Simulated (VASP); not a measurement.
A run of VASP 6.6.1 is set up as follows.

Contents of INCAR:

```
PREC = Accurate ; ENCUT = 520
EDIFF = 1E-6 ; ISMEAR = -1
SIGMA = 0.02 ; LREAL = F
LASPH = T ; NELM = 80
ALGO = Normal ; ISIF = 2
LWAVE = F ; LCHARG = F
GGA = PS ; NBANDS = 20
```

Contents of KPOINTS:

```
regular mesh
0
Gamma
  4 4 4
```

Contents of POSCAR:

```
SnTe2
1.0
    0.0000000000      3.7010376726      3.7010376726
    3.7010376726      0.0000000000      3.7010376726
    3.7010376726      3.7010376726      0.0000000000
Sn Te
1 2
Direct
    0.0000000000      0.0000000000      0.0000000000
    0.2500000000      0.2500000000      0.2500000000
    0.7500000000      0.7500000000      0.7500000000
```

Potentials or basis: VASP PAW PBE potentials, release 64 (Sn_d, Te).

Launch:

```console
$ cat potpaw_PBE.64/Sn_d/POTCAR potpaw_PBE.64/Te/POTCAR > POTCAR
$ mpirun -np 1 vasp_std > vasp.out
```

Question: Predict the band gap on the k mesh.

Answer: Zero (bands 13 and 14 overlap by 2.11 eV).

Question: Estimate the pressure.

Answer: -1.4 GPa.

Caveat: the k points lie up to 0.37 Å⁻¹ apart, too coarse for converged energies and pressures of a metal; the PAW data sets were made with another functional, which shifts forces and pressure a little; spin-orbit coupling is left out, which moves the levels of the heavy elements.
